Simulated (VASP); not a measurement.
# Cd: relaxation of cell and atoms with PBE

The system is Cd.

```xyz
1
Lattice="0.0000 2.1724 2.1724 2.1724 0.0000 2.1724 2.1724 2.1724 0.0000" Properties=species:S:1:pos:R:3 pbc="T T T"
Cd    0.0000    0.0000    0.0000
```

This isn't the form of Cd at room conditions, which is hcp.

```yaml
Program: VASP 6.6.1
Task: relaxation of cell and atoms
Functional: PBE
Potentials_or_basis: VASP PAW PBE potentials, release 64 (Cd)
Cutoff: 600 eV
k_mesh: 15 × 15 × 15
Occupations: fermi-dirac, width 0.05 eV
Spin: no spin polarisation
Target_pressure: 6.1 GPa
Dipole_correction: no
Further_INCAR_settings: ALGO = Normal; EDIFF = 1e-06; IBRION = 2; EDIFFG = -0.005; NSW = 60; ISIF = 3
```

| Item | Value |
| --- | --- |
| Relaxed volume | 20.59 Å³/atom |
| Relaxed cell | a = 3.077 Å, b = 3.077 Å, c = 3.077 Å, α = 60.00°, β = 60.00°, γ = 60.00° |
| Space group after relaxing (to 0.1 Å) | Fm-3m (No. 225) |
| Energy change on relaxing (the run minimises the enthalpy) | -3.4 meV/atom |
| Ionic steps | 3 |
| Pressure after relaxing | 6.1 GPa |
| Band gap on the k mesh | zero (bands 6 and 7 overlap by 2.65 eV) |

The path:
| step | energy change (eV) | largest force (eV/Å) | pressure (GPa) | volume (Å³) |
| --- | --- | --- | --- | --- |
| 1 | 0.0000 | 0.0000 | 6.42 | 20.50 |
| 2 | -0.0048 | 0.0000 | 5.97 | 20.63 |
| 3 | -0.0034 | 0.0000 | 6.11 | 20.59 |

Final structure:
```cif
data_structure
_symmetry_space_group_name_H-M 'P 1'
_symmetry_Int_Tables_number 1
_cell_length_a 3.0766
_cell_length_b 3.0766
_cell_length_c 3.0766
_cell_angle_alpha 60.000
_cell_angle_beta 60.000
_cell_angle_gamma 60.000
_cell_volume 20.59
loop_
_atom_site_label
_atom_site_type_symbol
_atom_site_fract_x
_atom_site_fract_y
_atom_site_fract_z
_atom_site_occupancy
Cd1 Cd 0.00000 0.00000 0.00000 1
```

Levels at points of the mesh, in eV from the Fermi level:
```csv
k point,band 2,band 3,band 4,band 5,band 6,band 7,band 8,band 9,band 10
"(0.00, 0.00, 0.00)",-9.30,-9.30,-9.22,-8.78,-8.78,14.11,15.55,15.55,15.55
```

It took 25 s on 1 thread of Intel(R) Xeon(R) 6975P-C (Granite Rapids), on a shared host, peak memory 0.17 GiB.

Caveat: the cell is relaxed towards a set pressure, so the run minimises the enthalpy, not the energy.
